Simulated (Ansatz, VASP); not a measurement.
## LaHg in VASP and in Ansatz

```
CELL_PARAMETERS angstrom
3.88749 0.00000 0.00000
0.00000 3.88749 0.00000
0.00000 0.00000 3.88749
ATOMIC_POSITIONS crystal
La 0.50000 0.50000 0.50000
Hg 0.00000 0.00000 0.00000
```

Change from the starting cell: volume scaled by 1.04, PAW files.

Alike in both runs: task electric field gradients; functional LDA; k mesh 11 × 11 × 11; occupations fermi-dirac, width 0.08 eV; no spin polarisation.

|  | VASP | Ansatz |
| --- | --- | --- |
| version | VASP 6.6.1 | Ansatz 0.2.0 |
| potentials or method | VASP PAW LDA potentials, release 64 (La, Hg) | PAW with Ansatz's default frozen-core files, scalar-relativistic |
| plane-wave cutoff (eV) | 520 | 420 |
| valence electrons in the cell | 23 | 31 |

```csv
,VASP,Ansatz,Ansatz less VASP
pressure (GPa),-3.7,-3.9,-0.13
```

LDA's correlation is that of Perdew and Zunger in VASP and of Perdew and Wang (1992) in Ansatz. VASP's potentials hold 23 valence electrons a cell and Ansatz's 31, so a difference there can come from the potentials and not from the codes.

Neither program's run includes spin-orbit coupling.
